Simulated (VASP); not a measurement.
# Pt (Im-3m) in VASP: a series of runs, part 2 of 2

VASP 6.6.1.

### Step 4. Single point, PBEsol (14.59 Å³/atom)

This run uses another cell than the first one, of 14.59 Å³/atom.

File INCAR:

```
PREC = Accurate
ENCUT = 520
EDIFF = 1E-6
ISMEAR = 0
SIGMA = 0.15
LREAL = F
LASPH = T
NELM = 80
ALGO = Normal
ISIF = 2
LWAVE = F
LCHARG = F
GGA = PS
NBANDS = 11
```

File KPOINTS:

```
regular mesh
0
Gamma
  22 22 22
```

File POSCAR:

```
Pt
1.0
   -1.5393652863      1.5393652863      1.5393652863
    1.5393652863     -1.5393652863      1.5393652863
    1.5393652863      1.5393652863     -1.5393652863
Pt
1
Direct
    0.0000000000      0.0000000000      0.0000000000
```

Potentials or basis: VASP PAW PBE potentials, release 64 (Pt).

Started as:

```sh
cat potpaw_PBE.64/Pt/POTCAR > POTCAR
mpirun -np 1 vasp_std > vasp.out
```

OUTCAR:

```text
PREC = Accurate
   ENCUT = 520
   EDIFF = 1E-6
   ISMEAR = 0
   LREAL = F
   LASPH = T
   NELM = 80
   ISIF = 2
   GGA = PS

 ion  position               nearest neighbor table
   1  0.000  0.000  0.000-

  LATTYP: Found a body centered cubic cell.
 ALAT       =     3.0787305726

  Lattice vectors:

 A1 = (  -1.5393652863,   1.5393652863,   1.5393652863)
 A2 = (   1.5393652863,  -1.5393652863,   1.5393652863)
 A3 = (   1.5393652863,   1.5393652863,  -1.5393652863)

Analysis of symmetry for initial positions (statically):
=====================================================================
 Subroutine PRICEL returns:
 Original cell was already a primitive cell.

 Routine SETGRP: Setting up the symmetry group for a
 body centered cubic supercell.

 Subroutine GETGRP returns: Found 48 space group operations
 (whereof 48 operations were pure point group operations)
 out of a pool of 48 trial point group operations.

The static configuration has the point symmetry O_h .

Analysis of symmetry for dynamics (positions and initial velocities):
[... 163 lines left out ...]

 k-point     1 :       0.0000    0.0000    0.0000
  band No.  band energies     occupation
      1       1.0812      2.00000
      2       7.5572      2.00000
      3       7.5572      2.00000
      4       7.5572      2.00000
      5      10.3782      2.00000
      6      10.3782      2.00000
      7      28.5367      0.00000
      8      28.5367      0.00000
      9      28.5367      0.00000
     10      39.5787      0.00000
     11      39.5787      0.00000
[... 309 lines left out ...]
 k-point    24 :       0.1364    0.0909    0.0000
  band No.  band energies     occupation
      1       2.6639      2.00000
      2       7.0581      2.00000
      3       7.2794      2.00000
      4       9.0457      2.00000
      5       9.7814      2.00000
      6      10.5190      2.00000
      7      28.6648      0.00000
      8      28.7738      0.00000
      9      30.3108      0.00000
     10      33.4518      0.00000
     11      35.1440      0.00000

 [... further k-points ...]

------------------------ aborting loop because EDIFF is reached ----------------------------------------

  FORCE on cell =-STRESS in cart. coord.  units (eV):
  Direction    XX          YY          ZZ          XY          YZ          ZX
  --------------------------------------------------------------------------------------
  -------------------------------------------------------------------------------------
  Total        1.1322380      1.1322380      1.1322380     -0.0000000      0.0000000      0.0000000
  in kB      124.3263644    124.3263644    124.3263644     -0.0000000      0.0000000      0.0000000
  external PRESSURE =     124.3263644 kB  Pullay stress =       0.0000000 kB

 VOLUME and BASIS-vectors are now :
 -----------------------------------------------------------------------------
  energy-cutoff  :      520.00
  volume of cell :       14.59
      direct lattice vectors                 reciprocal lattice vectors
    -1.539365286  1.539365286  1.539365286     0.000000000  0.324809195  0.324809195
     1.539365286 -1.539365286  1.539365286     0.324809195  0.000000000  0.324809195
     1.539365286  1.539365286 -1.539365286     0.324809195  0.324809195  0.000000000

 POSITION                                       TOTAL-FORCE (eV/Angst)
 -----------------------------------------------------------------------------------
      0.00000      0.00000      0.00000        -0.000000      0.000000      0.000000
 -----------------------------------------------------------------------------------
    total drift:                                0.000000     -0.000000      0.000000

  FREE ENERGIE OF THE ION-ELECTRON SYSTEM (eV)
  ---------------------------------------------------
  free  energy   TOTEN  =        -6.8326500644 eV

  energy  without entropy=       -6.8209632241  energy(sigma->0) =       -6.82680664
```

OSZICAR:

```text
N       E                     dE             d eps       ncg     rms          rms(c)
DAV:   1     0.396735557241E+02    0.39674E+02   -0.54284E+03  7352   0.853E+02
DAV:   2    -0.666288892529E+01   -0.46336E+02   -0.44559E+02  8293   0.179E+02
DAV:   3    -0.725014550437E+01   -0.58726E+00   -0.58577E+00  8430   0.193E+01
DAV:   4    -0.725239396928E+01   -0.22485E-02   -0.22483E-02  8371   0.140E+00
DAV:   5    -0.725241067679E+01   -0.16708E-04   -0.16707E-04  8587   0.111E-01    0.143E+01
DAV:   6    -0.688490558396E+01    0.36751E+00   -0.76329E-01  7696   0.696E+00    0.736E+00
DAV:   7    -0.683702097056E+01    0.47885E-01   -0.16103E-01  8350   0.311E+00    0.250E+00
DAV:   8    -0.683290323808E+01    0.41177E-02   -0.71970E-03  7887   0.785E-01    0.623E-01
DAV:   9    -0.683264556069E+01    0.25768E-03   -0.19006E-04  8293   0.130E-01    0.185E-02
DAV:  10    -0.683264991867E+01   -0.43580E-05   -0.27873E-06  8632   0.119E-02    0.286E-03
DAV:  11    -0.683265006437E+01   -0.14570E-06   -0.38641E-08  4775   0.181E-03
   1 F= -.68326501E+01 E0= -.68268066E+01  d E =-.116868E-01
```

stdout:

```text
POSCAR found type information on POSCAR Pt
 POSCAR found :  1 types and       1 ions
 scaLAPACK will be used
 -----------------------------------------------------------------------------
|                                                                             |
|                                                                             |
|     You enforced a specific xc type in the INCAR file but a different       |
|     I HOPE YOU KNOW WHAT YOU ARE DOING!                                     |
|                                                                             |
 -----------------------------------------------------------------------------

 LDA part: xc-table for (Slater+PW92), standard interpolation
 POSCAR, INCAR and KPOINTS ok, starting setup
 FFT: planning ... GRIDC
 FFT: planning ... GRID_SOFT
 FFT: planning ... GRID
 WAVECAR not read
 entering main loop
```

It took 64 s on 1 thread of Intel Xeon 8259CL, shared host; peak memory 0.17 GiB.

What came out:

- Free energy: -6.8327 eV
- Pressure: 12.4 GPa
- Band gap on the k mesh: zero (bands 5 and 6 overlap by 2.48 eV)

Caveat: the cell stands under pressure; the PAW data sets were made with another functional, which shifts forces and pressure a little; spin-orbit coupling is left out, which moves the levels of the heavy elements.

### Step 5. The runs side by side

```csv
cell,gap on the mesh (eV),pressure (GPa)
"a = 2.590 Å, angles 109.5°, 1 atom",none,49.7
"a = 2.629 Å, angles 109.5°, 1 atom",none,28.7
"a = 2.666 Å, angles 109.5°, 1 atom",none,12.4
```

Alike in all rows: task single point; level PBEsol; potentials or basis VASP PAW PBE potentials, release 64 (Pt); no spin polarisation; k mesh 22 × 22 × 22; cutoff (eV) 520; smearing gaussian 0.15 eV.

Caveats: the cell stands under pressure; the PAW data sets were made with another functional, which shifts forces and pressure a little; spin-orbit coupling is left out, which moves the levels of the heavy elements.

Total energies depend on the potentials used, so only differences within one code and one set of settings carry meaning.
